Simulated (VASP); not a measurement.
Set up this calculation in VASP 6.6.1, as the native input.

```
Task                   : single point
Functional             : PBE
Potentials or basis    : VASP PAW PBE potentials, release 64 (In_d)
Cutoff                 : 520 eV
k mesh                 : 11 × 11 × 11
Occupations            : fermi-dirac, width 0.05 eV
Spin                   : no spin polarisation
Dipole correction      : no
Further INCAR settings : ALGO = Normal; EDIFF = 1e-07; NBANDS = 20
```

The structure of In lies in POSCAR:

```
In
1.0
    0.0000000000      3.3665427978      3.3665427978
    3.3665427978      0.0000000000      3.3665427978
    3.3665427978      3.3665427978      0.0000000000
In
2
Direct
   -0.1250000000     -0.1250000000     -0.1250000000
    0.1250000000      0.1250000000      0.1250000000
```

These files were run (other wordings do the same):

INCAR

```
SYSTEM = In
PREC = Accurate
ENCUT = 520
EDIFF = 1E-7
ISMEAR = -1
SIGMA = 0.05
LREAL = .FALSE.
LASPH = .TRUE.
NELM = 60
ALGO = Normal
ISIF = 2
LWAVE = .FALSE.
LCHARG = .FALSE.
GGA = PE
NBANDS = 20
```

KPOINTS

```
Automatic mesh
0
G
  11 11 11
  0 0 0
```

Potentials or basis: VASP PAW PBE potentials, release 64 (In_d).

Launch:

```sh
$ cat potpaw_PBE.64/In_d/POTCAR > POTCAR
$ mpirun -np 1 vasp_std > vasp.out
```

Results of the run:

The pressure is 0.0 GPa and the band gap on the k mesh is zero (band 13 reaches 5.85 eV, above the bottom of band 14 at 2.83 eV).

Caveat: spin-orbit coupling is left out, which moves the levels of the heavy elements.

Wall time 27 s on 1 thread of Intel(R) Xeon(R) 6975P-C (Granite Rapids) (shared host), peak memory 0.23 GiB.
